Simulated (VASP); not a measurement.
# Ag (Fm-3m) in VASP: notebook

The runs below take Ag through relaxation of cell and atoms, with PBEsol.

Everything below comes from runs of VASP 6.6.1. Logs are shortened: lines on timing, memory, paths and dates and some standing lists are left out, and cuts for length are marked.

## (1) The cell of the first run

It takes space group Fm-3m (No. 225, cubic). The conventional cell has a = 4.053 Å, b = 4.053 Å, c = 4.053 Å, α = 90.00°, β = 90.00°, γ = 90.00°. Ag (site symmetry m-3m) has 12 Ag at 2.87 Å within 3.8 Å.

## (2) Relaxation of cell and atoms, PBEsol

INCAR

```
SYSTEM = Ag
PREC     = Accurate       ! precision mode
ENCUT    = 600            ! plane-wave cutoff, eV
EDIFF    = 1E-6           ! SCF threshold, eV
ISMEAR   = -1             ! smearing method
SIGMA    = 0.15           ! smearing width, eV
LREAL    = .False.        ! projectors in reciprocal space
LASPH    = .True.         ! aspherical terms in the spheres
NELM     = 100            ! most SCF steps
ALGO     = Fast           ! electronic algorithm
ISIF     = 3              ! what is computed and relaxed
LWAVE    = .False.        ! write WAVECAR
LCHARG   = .False.        ! write CHGCAR
GGA      = PS             ! functional
IBRION   = 2              ! ionic algorithm
NSW      = 80             ! ionic steps
EDIFFG   = -0.001         ! ionic threshold
```

KPOINTS

```
Automatic mesh
0
Gamma
  16 16 16
  0 0 0
```

POSCAR

```
Ag
1.0
    0.0000000000      2.0266544702      2.0266544702
    2.0266544702      0.0000000000      2.0266544702
    2.0266544702      2.0266544702      0.0000000000
Ag
1
Direct
    0.0000000000      0.0000000000      0.0000000000
```

Potentials or basis: VASP PAW PBE potentials, release 64 (Ag).

The run is started by

```
> cat potpaw_PBE.64/Ag/POTCAR > POTCAR
> mpirun -np 1 vasp_std > vasp.out
```

OUTCAR:

```text
SYSTEM = Ag
   PREC = Accurate
   ENCUT = 600
   EDIFF = 1E-6
   ISMEAR = -1
   LREAL = .False.
   LASPH = .True.
   NELM = 100
   ISIF = 3
   GGA = PS
   IBRION = 2
   NSW = 80
   EDIFFG = -0.001

 ion  position               nearest neighbor table
   1  0.000  0.000  0.000-

  LATTYP: Found a face centered cubic cell.
 ALAT       =     4.0533089404

  Lattice vectors:

 A1 = (   0.0000000000,   2.0266544702,   2.0266544702)
 A2 = (   2.0266544702,   0.0000000000,   2.0266544702)
 A3 = (   2.0266544702,   2.0266544702,   0.0000000000)

Analysis of symmetry for initial positions (statically):
=====================================================================
 Subroutine PRICEL returns:
 Original cell was already a primitive cell.

 Routine SETGRP: Setting up the symmetry group for a
 face centered cubic supercell.

 Subroutine GETGRP returns: Found 48 space group operations
 (whereof 48 operations were pure point group operations)
 out of a pool of 48 trial point group operations.

The static configuration has the point symmetry O_h .

Analysis of symmetry for dynamics (positions and initial velocities):
=====================================================================
 Subroutine PRICEL returns:
 Original cell was already a primitive cell.

 Routine SETGRP: Setting up the symmetry group for a
 face centered cubic supercell.

 Subroutine GETGRP returns: Found 48 space group operations
 (whereof 48 operations were pure point group operations)
 out of a pool of 48 trial point group operations.

The dynamic configuration has the point symmetry O_h .

 Subroutine INISYM returns: Found 48 space group operations
 (whereof 48 operations are pure point group operations),
 and found     1 'primitive' translations

----------------------------------------------------------------------------------------

                                     Primitive cell

  volume of cell :      16.6483

  direct lattice vectors                    reciprocal lattice vectors
     0.000000000  2.026654470  2.026654470    -0.246712011  0.246712011  0.246712011
     2.026654470  0.000000000  2.026654470     0.246712011 -0.246712011  0.246712011
     2.026654470  2.026654470  0.000000000     0.246712011  0.246712011 -0.246712011

  length of vectors
     2.866122238  2.866122238  2.866122238     0.427317738  0.427317738  0.427317738

  position of ions in fractional coordinates (direct lattice)
     0.000000000  0.000000000  0.000000000

  ion indices of the primitive-cell ions
   primitive index   ion index
                 1           1

----------------------------------------------------------------------------------------

 KPOINTS: Automatic mesh

Automatic generation of k-mesh.
 Grid dimensions read from file:
 generate k-points for:   16   16   16

 Generating k-lattice:

  Cartesian coordinates                     Fractional coordinates (reciprocal lattice)
    -0.015419501  0.015419501  0.015419501     0.062500000  0.000000000  0.000000000
     0.015419501 -0.015419501  0.015419501     0.000000000  0.062500000  0.000000000
     0.015419501  0.015419501 -0.015419501     0.000000000  0.000000000  0.062500000

  Length of vectors
     0.026707359  0.026707359  0.026707359

  Shift w.r.t. Gamma in fractional coordinates (k-lattice)
     0.000000000  0.000000000  0.000000000

 Subroutine IBZKPT returns following result:
 ===========================================

 Found    145 irreducible k-points:

 Following reciprocal coordinates:
            Coordinates               Weight
  0.000000  0.000000  0.000000      1.000000
  0.062500  0.000000  0.000000      8.000000
  0.125000  0.000000  0.000000      8.000000
  0.187500  0.000000  0.000000      8.000000
  0.250000  0.000000  0.000000      8.000000
  0.312500  0.000000  0.000000      8.000000
[... 16 lines left out ...]
 -0.125000  0.062500  0.000000     24.000000
 -0.062500  0.062500  0.000000     12.000000
 [... further k-points ...]
   k-points           NKPTS =    145   k-points in BZ     NKDIM =    145   number of bands    NBANDS=      9
   number of dos      NEDOS =    301   number of ions     NIONS =      1
   total plane-waves  NPLWV =  13824
   dimension x,y,z NGX =    24 NGY =   24 NGZ =   24
   dimension x,y,z NGXF=    48 NGYF=   48 NGZF=   48
   ions per type =               1
   NGX,Y,Z   is equivalent  to a cutoff of  13.92, 13.92, 13.92 a.u.
   NGXF,Y,Z  is equivalent  to a cutoff of  27.84, 27.84, 27.84 a.u.
 SYSTEM =  Ag
   PREC   = accura    normal or accurate (medium, high low for compatibility)
   ISTART =      0    job   : 0-new  1-cont  2-samecut
   ICHARG =      2    charge: 1-file 2-atom 10-const
   ISPIN  =      1    spin polarized calculation?
   LNONCOLLINEAR =      F non collinear calculations
   LSORBIT =      F    spin-orbit coupling
   LASPH  =      T    aspherical Exc in radial PAW
   ENCUT  =  600.0 eV  44.10 Ry    6.64 a.u.   5.72  5.72  5.72*2*pi/ulx,y,z
   NELM   =    100;   NELMIN=  2; NELMDL= -5     # of ELM steps
   EDIFF  = 0.1E-05   stopping-criterion for ELM
   LREAL  =      F    real-space projection
   EDIFFG = -.1E-02   stopping-criterion for IOM
   NSW    =     80    number of steps for IOM
   IBRION =      2    ionic relax: 0-MD 1-quasi-New 2-CG
   NFREE  =      1    steps in history (QN), initial steepest desc. (CG)
   ISIF   =      3    stress and relaxation
   ISYM   =      2    0-nonsym 1-usesym 2-fastsym
   POTIM  = 0.5000    time-step for ionic-motion
   TEBEG  =    0.0;   TEEND  =   0.0 temperature during run
   PSTRESS=    0.0 pullay stress
   NELECT =      11.0000    total number of electrons
   NUPDOWN=      -1.0000    fix difference up-down
   EMIN   =  10.00;   EMAX   =-10.00  energy-range for DOS
   EFERMI =   0.00;   METHOD = LEGACY
   ISMEAR =    -1;   SIGMA  =   0.15  broadening in eV -4-tet -1-fermi 0-gaus
   EFERMI_NEDOS =   21; number of points for ismear=-14 and -15
   IALGO  =     68    algorithm
   IMIX   =      4    mixing-type and parameters
     AMIX     =   0.40;   BMIX     =  1.00
     AMIX_MAG =   1.60;   BMIX_MAG =  1.00
  volume/ion in A,a.u.               =      16.65       112.35
  Fermi-wavevector in a.u.,A,eV,Ry     =   1.425879  2.694521 27.662427  2.033131
  Thomas-Fermi vector in A             =   2.546216
   LORBIT       =      0    0 simple, 1 ext, 2 COOP (PROOUT), +10 PAW based schemes
   GGA     = PS    functional components
   LHFCALC =     F    Hartree Fock is set to
   AEXX    =    0.0000 exact exchange contribution
   IVDW    =     0    specifies the selected vdW correction
   LEPSILON=     F    determine dielectric tensor
   LRPA    =     F    only Hartree local field effects (RPA)
 conjugate gradient relaxation of ions
 non-spin polarized calculation
 RMM-DIIS sequential band-by-band and
  energy-cutoff  :      600.00
  volume of cell :       16.65
 maximum number of plane-waves:       568
   NGX = 11   NGY = 11   NGZ = 11

--------------------------------------- Ionic step        1  -------------------------------------------

 number of electron      11.0000001 magnetization

 Free energy of the ion-electron system (eV)
  ---------------------------------------------------
  ext. energy  EPLUGINS =         0.00000000
  ---------------------------------------------------
  free energy    TOTEN  =        -3.31977734 eV

  energy without entropy =       -3.30114992  energy(sigma->0) =       -3.31046363

------------------------ aborting loop because EDIFF is reached ----------------------------------------

  FORCE on cell =-STRESS in cart. coord.  units (eV):
  Direction    XX          YY          ZZ          XY          YZ          ZX
  --------------------------------------------------------------------------------------
  -------------------------------------------------------------------------------------
  Total        0.0019530      0.0019530      0.0019530     -0.0000000      0.0000000      0.0000000
  in kB        0.1879477      0.1879477      0.1879477     -0.0000000      0.0000000      0.0000000
  external PRESSURE =       0.1879477 kB  Pullay stress =       0.0000000 kB
[... 86 lines left out ...]
  FREE ENERGIE OF THE ION-ELECTRON SYSTEM (eV)
  ---------------------------------------------------
  free  energy   TOTEN  =        -3.3197769602 eV

  energy  without entropy=       -3.3011478115  energy(sigma->0) =       -3.31046239

[... ionic steps 4 to 13 ...]

--------------------------------------- Ionic step       14  -------------------------------------------

 number of electron      11.0000001 magnetization

------------------------ aborting loop because EDIFF is reached ----------------------------------------

  FORCE on cell =-STRESS in cart. coord.  units (eV):
  Direction    XX          YY          ZZ          XY          YZ          ZX
  --------------------------------------------------------------------------------------
  -------------------------------------------------------------------------------------
  Total       -0.0095661     -0.0095661     -0.0095661      0.0000000      0.0000000     -0.0000000
  in kB       -0.9207480     -0.9207480     -0.9207480      0.0000000      0.0000000     -0.0000000
  external PRESSURE =      -0.9207480 kB  Pullay stress =       0.0000000 kB
[... 55 lines left out ...]
  energy  without entropy=       -3.3011562992  energy(sigma->0) =       -3.31046869

--------------------------------------- Ionic step       16  -------------------------------------------

 number of electron      11.0000001 magnetization

 Free energy of the ion-electron system (eV)
  ---------------------------------------------------
  ext. energy  EPLUGINS =         0.00000000
  ---------------------------------------------------
  free energy    TOTEN  =        -3.31978331 eV

  energy without entropy =       -3.30116289  energy(sigma->0) =       -3.31047310

 E-fermi :   8.5499     XC(G=0): -12.5601

 val. band max:        8.5283454386   @ k =   0.4375   0.3750   0.0000
 cond. band min:       8.7864590613   @ k =   0.5000   0.2500   0.0625
 fundamental gap:      0.2581136227
 Fermi energy:         8.5499499636

 k-point     1 :       0.0000    0.0000    0.0000
  band No.  band energies     occupation
      1       0.5635      2.00000
      2       3.7163      2.00000
      3       3.7163      2.00000
      4       3.7163      2.00000
      5       4.8098      2.00000
      6       4.8098      2.00000
      7      24.6154      0.00000
      8      28.3342      0.00000
      9      28.3342      0.00000
[... 265 lines left out ...]
 k-point    24 :      -0.0625    0.0625    0.0000
  band No.  band energies     occupation
      1       0.8913      2.00000
      2       3.6243      2.00000
      3       3.8005      2.00000
      4       3.8298      2.00000
      5       4.7253      2.00000
      6       4.8308      2.00000
      7      24.6486      0.00000
      8      26.3445      0.00000
      9      27.7542      0.00000

 [... further k-points ...]
[... 5 lines left out ...]
  --------------------------------------------------------------------------------------
  -------------------------------------------------------------------------------------
  Total        0.0004887      0.0004887      0.0004887     -0.0000000     -0.0000000      0.0000000
  in kB        0.0470686      0.0470686      0.0470686     -0.0000000     -0.0000000      0.0000000
  external PRESSURE =       0.0470686 kB  Pullay stress =       0.0000000 kB
[... 16 lines left out ...]
  FREE ENERGIE OF THE ION-ELECTRON SYSTEM (eV)
  ---------------------------------------------------
  free  energy   TOTEN  =        -3.3197833080 eV

  energy  without entropy=       -3.3011628900  energy(sigma->0) =       -3.31047310

 reached required accuracy - stopping structural energy minimisation
```

Run time: 28 s. Hardware: 1 thread of Intel Xeon 6975P-C (Granite Rapids), shared host; peak memory 0.17 GiB.

What came out:

| Property | Result |
| --- | --- |
| Free energy | -3.3198 eV |
| Relaxed volume | 16.63 Å³/atom |
| Relaxed cell | a = 2.865 Å, b = 2.865 Å, c = 2.865 Å, α = 60.00°, β = 60.00°, γ = 60.00° |
| Space group after relaxing (to 0.05 Å) | Fm-3m (No. 225) |
| Energy gained by relaxing | 0.0 meV/atom |
| Ionic steps | 16 |
| Pressure after relaxing | 0.0 GPa |

Final structure:
```
Ag
1.0
     0.00000    2.02611    2.02611
     2.02611    0.00000    2.02611
     2.02611    2.02611    0.00000
Ag
1
Direct
  0.00000 0.00000 0.00000
```

Caveat: the PAW data sets were made with another functional, which shifts forces and pressure a little.

## (3) Relaxation of cell and atoms, PBEsol

INCAR is that of step 2.

KPOINTS is that of step 2.

POSCAR

```
Ag
1.0
    0.0000000000      2.0266544696      2.0266544696
    2.0266544696      0.0000000000      2.0266544696
    2.0266544696      2.0266544696      0.0000000000
Ag
1
Direct
    0.0000000000      0.0000000000      0.0000000000
```

Potentials or basis: VASP PAW PBE potentials, release 64 (Ag).

The run is started by

```
> cat potpaw_PBE.64/Ag/POTCAR > POTCAR
> mpirun -np 1 vasp_std > vasp.out
```

Wall time 28 s (1 thread of Intel Xeon 6975P-C (Granite Rapids), shared host); peak memory 0.16 GiB.

It converged, with:

* Free energy: -3.3198 eV
* Relaxed volume: 16.63 Å³/atom
* Relaxed cell: a = 2.865 Å, b = 2.865 Å, c = 2.865 Å, α = 60.00°, β = 60.00°, γ = 60.00°
* Space group after relaxing (to 0.05 Å): Fm-3m (No. 225)
* Energy gained by relaxing: 0.0 meV/atom
* Ionic steps: 16
* Pressure after relaxing: 0.0 GPa

Final structure:
```cif
data_structure
_symmetry_space_group_name_H-M 'P 1'
_symmetry_Int_Tables_number 1
_cell_length_a 2.8653
_cell_length_b 2.8653
_cell_length_c 2.8653
_cell_angle_alpha 60.000
_cell_angle_beta 60.000
_cell_angle_gamma 60.000
_cell_volume 16.63
loop_
_atom_site_label
_atom_site_type_symbol
_atom_site_fract_x
_atom_site_fract_y
_atom_site_fract_z
_atom_site_occupancy
Ag1 Ag 0.00000 0.00000 0.00000 1
```

Levels at points of the mesh, in eV from the Fermi level:
```csv
k point,band 4,band 5,band 6,band 7,band 8,band 9
"(0.00, 0.00, 0.00)",-4.83,-3.74,-3.74,16.07,19.78,19.78
"(0.50, 0.00, 0.00)",-2.91,-2.91,-0.50,3.75,15.30,18.09
"(0.50, 0.50, 0.00)",-2.69,-2.69,1.55,6.94,10.75,10.75
```

Caveat: the PAW data sets were made with another functional, which shifts forces and pressure a little.
